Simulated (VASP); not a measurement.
# Si2Ge (I4_1/amd) in VASP: single point with PBE

Aim: the single point of Si2Ge with PBE.

Everything below comes from runs of VASP 6.6.1. Logs are shortened: lines on timing, memory, paths and dates and some standing lists are left out, and cuts for length are marked.

## 1. The cell of the first run

It takes space group I4_1/amd (No. 141, tetragonal). The conventional cell has a = 3.927 Å, b = 3.927 Å, c = 16.568 Å, α = 90.00°, β = 90.00°, γ = 90.00°. Within 3.1 Å of Si (site symmetry 2mm) lie 2 Si at 2.37 Å and 2 Ge at 2.41 Å. Within 3.2 Å of Ge (site symmetry -4m2) lie 4 Si at 2.41 Å.

## 2. Single point, PBE

Input file INCAR:

```
  ALGO = Normal
  EDIFF = 1E-7
  ENCUT = 520
  GGA = PE
  ISIF = 2
  ISMEAR = 0
  LASPH = T
  LCHARG = T
  LELF = T
  LREAL = F
  LVHAR = T
  LWAVE = F
  NBANDS = 31
  NELM = 60
  PREC = Accurate
  SIGMA = 0.2
```

Input file KPOINTS:

```
k-points
0
Gamma
  6 6 6
```

Input file POSCAR:

```
Si2Ge
1.0
   -1.9636839254      1.9636839254      8.2841757476
    1.9636839254     -1.9636839254      8.2841757476
    1.9636839254      1.9636839254     -8.2841757476
Si Ge
4 2
Direct
    0.0847217495      0.5847217495      0.5000000000
    0.4152782505      0.9152782505      0.5000000000
    0.6652782505      0.6652782505      0.0000000000
    0.3347217495      0.3347217495      0.0000000000
    0.0000000000      0.0000000000      0.0000000000
    0.7500000000      0.2500000000      0.5000000000
```

Potentials or basis: VASP PAW PBE potentials, release 64 (Si, Ge_d).

Run with:

```
cat potpaw_PBE.64/Si/POTCAR potpaw_PBE.64/Ge_d/POTCAR > POTCAR
mpirun -np 1 vasp_std > vasp.out
```

OUTCAR:

```text
EDIFF = 1E-7
   ENCUT = 520
   GGA = PE
   ISIF = 2
   ISMEAR = 0
   LASPH = T
   LREAL = F
   NELM = 60
   PREC = Accurate

 ion  position               nearest neighbor table
   1  0.085  0.585  0.500-   3 2.37   3 2.37   5 2.41   5 2.41
   2  0.415  0.915  0.500-   4 2.37   4 2.37   5 2.41   5 2.41
   3  0.665  0.665  0.000-   1 2.37   1 2.37   6 2.41   6 2.41
   4  0.335  0.335  0.000-   2 2.37   2 2.37   6 2.41   6 2.41
   5  0.000  0.000  0.000-   1 2.41   2 2.41   1 2.41   2 2.41
   6  0.750  0.250  0.500-   4 2.41   3 2.41   4 2.41   3 2.41

  LATTYP: Found a body centered tetragonal cell.
 ALAT       =     3.9273678508
 C/A-ratio  =     4.2186910227

  Lattice vectors:

 A1 = (  -1.9636839254,   1.9636839254,   8.2841757476)
 A2 = (   1.9636839254,  -1.9636839254,   8.2841757476)
 A3 = (   1.9636839254,   1.9636839254,  -8.2841757476)

Analysis of symmetry for initial positions (statically):
=====================================================================
 Subroutine PRICEL returns:
 Original cell was already a primitive cell.

 Routine SETGRP: Setting up the symmetry group for a
 body centered tetragonal supercell.

 Subroutine GETGRP returns: Found 16 space group operations
 (whereof  8 operations were pure point group operations)
 out of a pool of 16 trial point group operations.

The static configuration has the point symmetry D_2d.
 The point group associated with its full space group is D_4h.

Analysis of symmetry for dynamics (positions and initial velocities):
=====================================================================
 Subroutine PRICEL returns:
 Original cell was already a primitive cell.

 Routine SETGRP: Setting up the symmetry group for a
 body centered tetragonal supercell.

 Subroutine GETGRP returns: Found 16 space group operations
 (whereof  8 operations were pure point group operations)
 out of a pool of 16 trial point group operations.

The dynamic configuration has the point symmetry D_2d.
 The point group associated with its full space group is D_4h.

 Subroutine INISYM returns: Found 16 space group operations
 (whereof  8 operations are pure point group operations),
 and found     1 'primitive' translations

----------------------------------------------------------------------------------------

                                     Primitive cell

  volume of cell :     127.7769

  direct lattice vectors                    reciprocal lattice vectors
    -1.963683925  1.963683925  8.284175748     0.000000000  0.254623462  0.060356035
     1.963683925 -1.963683925  8.284175748     0.254623462  0.000000000  0.060356035
     1.963683925  1.963683925 -8.284175748     0.254623462  0.254623462  0.000000000

  length of vectors
     8.737257976  8.737257976  8.737257976     0.261679114  0.261679114  0.360091954

  position of ions in fractional coordinates (direct lattice)
     0.084721749  0.584721749  0.500000000
     0.415278251  0.915278251  0.500000000
     0.665278251  0.665278251  0.000000000
     0.334721749  0.334721749  0.000000000
     0.000000000  0.000000000  0.000000000
     0.750000000  0.250000000  0.500000000

  ion indices of the primitive-cell ions
   primitive index   ion index
                 1           1
                 2           2
                 3           3
                 4           4
                 5           5
                 6           6

----------------------------------------------------------------------------------------

 KPOINTS: k-points

Automatic generation of k-mesh.
 Grid dimensions read from file:
 generate k-points for:    6    6    6

 Generating k-lattice:

  Cartesian coordinates                     Fractional coordinates (reciprocal lattice)
     0.000000000  0.042437244  0.010059339     0.166666667 -0.000000000  0.000000000
     0.042437244  0.000000000  0.010059339    -0.000000000  0.166666667  0.000000000
     0.042437244  0.042437244  0.000000000     0.000000000  0.000000000  0.166666667

  Length of vectors
     0.043613186  0.043613186  0.060015326

  Shift w.r.t. Gamma in fractional coordinates (k-lattice)
     0.000000000  0.000000000  0.000000000

 Subroutine IBZKPT returns following result:
 ===========================================

 Found     30 irreducible k-points:

 Following reciprocal coordinates:
            Coordinates               Weight
  0.000000  0.000000  0.000000      1.000000
  0.166667  0.000000  0.000000      8.000000
  0.333333  0.000000 -0.000000      8.000000
  0.500000 -0.000000  0.000000      4.000000
  0.166667  0.166667  0.000000      8.000000
  0.333333  0.166667  0.000000     16.000000
[... 16 lines left out ...]
 -0.333333 -0.333333  0.166667      8.000000
 -0.166667 -0.333333  0.166667      8.000000
 [... further k-points ...]
   k-points           NKPTS =     30   k-points in BZ     NKDIM =     30   number of bands    NBANDS=     31
   number of dos      NEDOS =    301   number of ions     NIONS =      6
   total plane-waves  NPLWV = 343000
   dimension x,y,z NGX =    70 NGY =   70 NGZ =   70
   dimension x,y,z NGXF=   140 NGYF=  140 NGZF=  140
   ions per type =               4   2
   NGX,Y,Z   is equivalent  to a cutoff of  13.32, 13.32, 13.32 a.u.
   NGXF,Y,Z  is equivalent  to a cutoff of  26.64, 26.64, 26.64 a.u.
 SYSTEM =  unknown system
   PREC   = accura    normal or accurate (medium, high low for compatibility)
   ISTART =      0    job   : 0-new  1-cont  2-samecut
   ICHARG =      2    charge: 1-file 2-atom 10-const
   ISPIN  =      1    spin polarized calculation?
   LNONCOLLINEAR =      F non collinear calculations
   LSORBIT =      F    spin-orbit coupling
   LASPH  =      T    aspherical Exc in radial PAW
   ENCUT  =  520.0 eV  38.22 Ry    6.18 a.u.  16.25 16.25 16.25*2*pi/ulx,y,z
   NELM   =     60;   NELMIN=  2; NELMDL= -5     # of ELM steps
   EDIFF  = 0.1E-06   stopping-criterion for ELM
   LREAL  =      F    real-space projection
   EDIFFG = 0.1E-05   stopping-criterion for IOM
   NSW    =      0    number of steps for IOM
   IBRION =     -1    ionic relax: 0-MD 1-quasi-New 2-CG
   NFREE  =      0    steps in history (QN), initial steepest desc. (CG)
   ISIF   =      2    stress and relaxation
   ISYM   =      2    0-nonsym 1-usesym 2-fastsym
   POTIM  = 0.5000    time-step for ionic-motion
   TEBEG  =    0.0;   TEEND  =   0.0 temperature during run
   PSTRESS=    0.0 pullay stress
   NELECT =      44.0000    total number of electrons
   NUPDOWN=      -1.0000    fix difference up-down
   EMIN   =  10.00;   EMAX   =-10.00  energy-range for DOS
   EFERMI =   0.00;   METHOD = LEGACY
   ISMEAR =     0;   SIGMA  =   0.20  broadening in eV -4-tet -1-fermi 0-gaus
   EFERMI_NEDOS =   21; number of points for ismear=-14 and -15
   IALGO  =     38    algorithm
   IMIX   =      4    mixing-type and parameters
     AMIX     =   0.40;   BMIX     =  1.00
     AMIX_MAG =   1.60;   BMIX_MAG =  1.00
  volume/ion in A,a.u.               =      21.30       143.71
  Fermi-wavevector in a.u.,A,eV,Ry     =   1.147471  2.168405 17.914638  1.316689
  Thomas-Fermi vector in A             =   2.284150
   LORBIT       =      0    0 simple, 1 ext, 2 COOP (PROOUT), +10 PAW based schemes
   GGA     = PE    functional components
   LHFCALC =     F    Hartree Fock is set to
   AEXX    =    0.0000 exact exchange contribution
   IVDW    =     0    specifies the selected vdW correction
   LEPSILON=     F    determine dielectric tensor
   LRPA    =     F    only Hartree local field effects (RPA)
 non-spin polarized calculation
 Gauss-broadening in eV      SIGMA  =   0.20
  energy-cutoff  :      520.00
  volume of cell :      127.78
 maximum number of plane-waves:      3486
 NGX is ok and might be reduce to    70
   NGX = 33   NGY = 33   NGZ = 33

 number of electron      43.9999991 magnetization

 Free energy of the ion-electron system (eV)
  ---------------------------------------------------
  ext. energy  EPLUGINS =         0.00000000
  ---------------------------------------------------
  free energy    TOTEN  =       -30.60381224 eV

  energy without entropy =      -30.60299248  energy(sigma->0) =      -30.60340236

 E-fermi :   5.5724     XC(G=0):  -9.5186

 val. band max:        5.3295321649   @ k =   0.0000   0.0000   0.0000
 cond. band min:       5.8020026590   @ k =   0.0000   0.0000   0.0000
 fundamental gap:      0.4724704941
 Fermi energy:         5.5723903471

 k-point     1 :       0.0000    0.0000    0.0000
  band No.  band energies     occupation
      1     -18.9153      2.00000
      2     -18.9152      2.00000
      3     -18.9082      2.00000
      4     -18.9082      2.00000
      5     -18.9082      2.00000
      6     -18.9082      2.00000
[... 23 lines left out ...]
     30       8.0372      0.00000
     31      12.3571      0.00000

 k-point     2 :       0.1667    0.0000    0.0000
  band No.  band energies     occupation
      1     -18.9137      2.00000
      2     -18.9136      2.00000
      3     -18.9090      2.00000
      4     -18.9088      2.00000
      5     -18.9082      2.00000
      6     -18.9080      2.00000
[... 23 lines left out ...]
     30       9.5903      0.00000
     31      10.5629      0.00000

 k-point     3 :       0.3333    0.0000   -0.0000
  band No.  band energies     occupation
      1     -18.9119      2.00000
      2     -18.9113      2.00000
      3     -18.9095      2.00000
      4     -18.9094      2.00000
      5     -18.9082      2.00000
      6     -18.9078      2.00000
[... 23 lines left out ...]
     30      10.2300      0.00000
     31      10.6251      0.00000

 k-point     4 :       0.5000   -0.0000    0.0000
  band No.  band energies     occupation
      1     -18.9124      2.00000
      2     -18.9115      2.00000
      3     -18.9086      2.00000
      4     -18.9085      2.00000
      5     -18.9082      2.00000
      6     -18.9078      2.00000
[... 23 lines left out ...]
     30       9.5163      0.00000
     31       9.6798      0.00000

 k-point     5 :       0.1667    0.1667    0.0000
  band No.  band energies     occupation
      1     -18.9123      2.00000
      2     -18.9121      2.00000
      3     -18.9091      2.00000
      4     -18.9091      2.00000
      5     -18.9084      2.00000
      6     -18.9084      2.00000
[... 23 lines left out ...]
     30       9.9183      0.00000
     31       9.9297      0.00000
[... 542 lines left out ...]
     30      10.0775      0.00000
     31      10.3471      0.00000

 k-point    22 :      -0.1667    0.5000    0.1667
  band No.  band energies     occupation
      1     -18.9119      2.00000
      2     -18.9113      2.00000
      3     -18.9095      2.00000
      4     -18.9094      2.00000
      5     -18.9083      2.00000
      6     -18.9077      2.00000
[... 23 lines left out ...]
     30      11.1470      0.00000
     31      11.2507      0.00000

 k-point    23 :      -0.3333   -0.3333    0.1667
  band No.  band energies     occupation
      1     -18.9123      2.00000
      2     -18.9122      2.00000
      3     -18.9092      2.00000
      4     -18.9092      2.00000
      5     -18.9083      2.00000
      6     -18.9083      2.00000
[... 23 lines left out ...]
     30      10.1054      0.00000
     31      10.3291      0.00000

 k-point    24 :      -0.1667   -0.3333    0.1667
  band No.  band energies     occupation
      1     -18.9137      2.00000
      2     -18.9136      2.00000
      3     -18.9092      2.00000
      4     -18.9086      2.00000
      5     -18.9084      2.00000
      6     -18.9078      2.00000
[... 23 lines left out ...]
     30       9.9297      0.00000
     31      10.1740      0.00000

 [... further k-points ...]

------------------------ aborting loop because EDIFF is reached ----------------------------------------

  FORCE on cell =-STRESS in cart. coord.  units (eV):
  Direction    XX          YY          ZZ          XY          YZ          ZX
  --------------------------------------------------------------------------------------
  -------------------------------------------------------------------------------------
  Total        0.2443914      0.2443914      0.4057335      0.0000000      0.0000000      0.0000000
  in kB        3.0643900      3.0643900      5.0874364      0.0000000      0.0000000      0.0000000
  external PRESSURE =       3.7387388 kB  Pullay stress =       0.0000000 kB

 VOLUME and BASIS-vectors are now :
 -----------------------------------------------------------------------------
  energy-cutoff  :      520.00
  volume of cell :      127.78
      direct lattice vectors                 reciprocal lattice vectors
    -1.963683925  1.963683925  8.284175748     0.000000000  0.254623462  0.060356035
     1.963683925 -1.963683925  8.284175748     0.254623462  0.000000000  0.060356035
     1.963683925  1.963683925 -8.284175748     0.254623462  0.254623462  0.000000000

 POSITION                                       TOTAL-FORCE (eV/Angst)
 -----------------------------------------------------------------------------------
      1.96368      0.00000      1.40370         0.000000     -0.000000      0.028859
      1.96368      0.00000      6.88048         0.000000     -0.000000     -0.028859
      0.00000      0.00000     11.02256        -0.000000      0.000000     -0.028859
      0.00000      0.00000      5.54579        -0.000000      0.000000      0.028859
      0.00000      0.00000      0.00000         0.000000      0.000000     -0.000000
     -0.00000      1.96368      4.14209         0.000000      0.000000     -0.000000
 -----------------------------------------------------------------------------------
    total drift:                               -0.000000     -0.000000      0.000000

  FREE ENERGIE OF THE ION-ELECTRON SYSTEM (eV)
  ---------------------------------------------------
  free  energy   TOTEN  =       -30.6038122417 eV

  energy  without entropy=      -30.6029924820  energy(sigma->0) =      -30.60340236
```

Wall time 8.4 min (1 thread of Intel Xeon 6975P-C, shared host); peak memory 0.7 GiB.

What came out:

```
Free energy            : -30.6038 eV
Pressure               : 0.4 GPa
Largest force          : 0.029 eV/Å
Band gap on the k mesh : 0.47 eV, direct
```

Forces in eV/Å, atoms in the order of the input:
```
Si   0.000  0.000  0.029
Si   0.000  0.000 -0.029
Si   0.000  0.000 -0.029
Si   0.000  0.000  0.029
Ge   0.000  0.000  0.000
Ge   0.000  0.000  0.000
```
